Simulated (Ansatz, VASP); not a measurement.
Two plane-wave programs on Si2W

File INCAR:

```
  PREC = Accurate
  ENCUT = 520
  EDIFF = 1E-7
  ISMEAR = 0
  SIGMA = 0.15
  LREAL = False
  LASPH = True
  NELM = 100
  ALGO = Normal
  ISIF = 2
  LWAVE = False
  LCHARG = True
  GGA = PE
  LELF = True
  LVHAR = True
  NBANDS = 18
```

KPOINTS

```
regular mesh
0
Gamma
  18 18 18
```

The input POSCAR:

```
Si2W
1.0
   -1.6146459823      1.6146459823      3.9336145459
    1.6146459823     -1.6146459823      3.9336145459
    1.6146459823      1.6146459823     -3.9336145459
Si W
2 1
Direct
    0.3663500835      0.3663500835      0.0000000000
    0.6336499165      0.6336499165      0.0000000000
    0.0000000000      0.0000000000      0.0000000000
```

Input for Ansatz:

```yaml
crystal:
  lattice:
    - [-1.6146459823, 1.6146459823, 3.9336145459]
    - [1.6146459823, -1.6146459823, 3.9336145459]
    - [1.6146459823, 1.6146459823, -3.9336145459]
  atoms:
    - { symbol: Si, position: [0.3663500835, 0.3663500835, 0.0] }
    - { symbol: Si, position: [0.6336499165, 0.6336499165, 0.0] }
    - { symbol: W, position: [0.0, 0.0, 0.0] }
basis:
  ecutwfc: 420
kpoints:
  mp_grid: { grid: [18, 18, 18] }
hamiltonian:
  xc: pbe
  pseudopotentials: { kind: paw, azcp: { folder: soft_1 } }
scf:
  occupations: { method: gaussian, width: 0.15 }
output:
  forces: true
  stress: true
  eigenvalues: true
```

Alike in both runs: task single point; functional PBE; k mesh 18 × 18 × 18; occupations gaussian, width 0.15 eV; no spin polarisation.

|  | VASP | Ansatz |
| --- | --- | --- |
| version | VASP 6.6.1 | Ansatz 0.2.0 |
| potentials or method | VASP PAW PBE potentials, release 64 (Si, W_sv), cutoff 520 eV | scalar-relativistic, plane waves, PAW |
| valence electrons in the cell | 22 | 22 |

Ansatz gave:

- gap on the k mesh at the Fermi level (eV): none
- pressure (GPa): 19.5
- traceless stress, the component that is largest in VASP (GPa): 17.37
- rms of the force components (eV/Å): 3.657

Q: What did VASP give for the same quantities?

A: gap on the k mesh at the Fermi level (eV): none; pressure (GPa): 19.4; traceless stress, the component that is largest in VASP (GPa): 17.07; rms of the force components (eV/Å): 3.637.

Atom by atom the forces differ by 0.020 eV/Å (rms over components). A gap of «none» marks a metal or a gap that the smearing closes.

Neither program's run includes spin-orbit coupling.
